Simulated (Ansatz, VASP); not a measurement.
**One calculation of Hf2Ti, two programs**

Contents of INCAR:

```
SYSTEM = Hf2Ti
  PREC = Accurate
  ENCUT = 600
  EDIFF = 1E-6
  ISMEAR = 0
  SIGMA = 0.1
  LREAL = .FALSE.
  LASPH = .TRUE.
  NELM = 80
  ALGO = Normal
  ISIF = 3
  LWAVE = .FALSE.
  LCHARG = .FALSE.
  GGA = PE
  IBRION = 2
  NSW = 90
  EDIFFG = -0.04
```

File KPOINTS:

```
regular mesh
0
G
  4 4 4
  0 0 0
```

The input POSCAR:

```
Hf2Ti
1.0
    0.0000000000      3.7827188830      3.7827188830
    3.7827188830      0.0000000000      3.7827188830
    3.7827188830      3.7827188830      0.0000000000
Hf Ti
4 2
Direct
    0.6250000000      0.6250000000      0.6250000000
    0.1250000000      0.6250000000      0.6250000000
    0.6250000000      0.6250000000      0.1250000000
    0.6250000000      0.1250000000      0.6250000000
    0.0000000000      0.0000000000      0.0000000000
    0.2500000000      0.2500000000      0.2500000000
```

Input for Ansatz:

```yaml
crystal:
  lattice:
    - [0.0, 3.782718883, 3.782718883]
    - [3.782718883, 0.0, 3.782718883]
    - [3.782718883, 3.782718883, 0.0]
  atoms:
    - { symbol: Hf, position: [0.625, 0.625, 0.625] }
    - { symbol: Hf, position: [0.125, 0.625, 0.625] }
    - { symbol: Hf, position: [0.625, 0.625, 0.125] }
    - { symbol: Hf, position: [0.625, 0.125, 0.625] }
    - { symbol: Ti, position: [0.0, 0.0, 0.0] }
    - { symbol: Ti, position: [0.25, 0.25, 0.25] }
basis:
  ecutwfc: 420
kpoints:
  mp_grid: { grid: [4, 4, 4] }
hamiltonian:
  xc: pbe
scf:
  occupations: { method: gaussian, width: 0.1 }
  lower_state_search: "off"
output:
  forces: true
  stress: true
  eigenvalues: true
relax:
  adjacent_minimum: "off"
  f_tol: 0.04
  max_steps: 70
  cell: { stress_tol: 0.4 }
```

Alike in both runs: task relaxation of cell and atoms; functional PBE; k mesh 4 × 4 × 4; occupations gaussian, width 0.1 eV; no spin polarisation.

|  | VASP | Ansatz |
| --- | --- | --- |
| version | VASP 6.6.1 | Ansatz 0.2.0 |
| potentials or method | VASP PAW PBE potentials, release 64 (Hf_pv, Ti_sv), cutoff 600 eV | scalar-relativistic, plane waves, PAW |
| valence electrons in the cell | 64 | 128 |

|  | VASP | Ansatz | Ansatz less VASP |
| --- | --- | --- | --- |
| gap on the k mesh at the Fermi level, each at its own relaxed structure (eV) | none | none | - |
| relaxed volume (Å³/atom) | 21.84 | 21.85 | +0.016 |
| relaxed cell length with the largest relative difference (Å) | 5.701 | 5.702 | +0.0014 |

A gap of «none» marks a metal or a gap that the smearing closes. VASP's potentials hold 64 valence electrons a cell and Ansatz's 128, so a difference there can come from the potentials and not from the codes. Ansatz's warnings: bands unlocked at the loops exit.

Spin-orbit coupling is off throughout. Noted on VASP's run: the volume moved by over 15 % at a fixed basis, so the end points are rough.
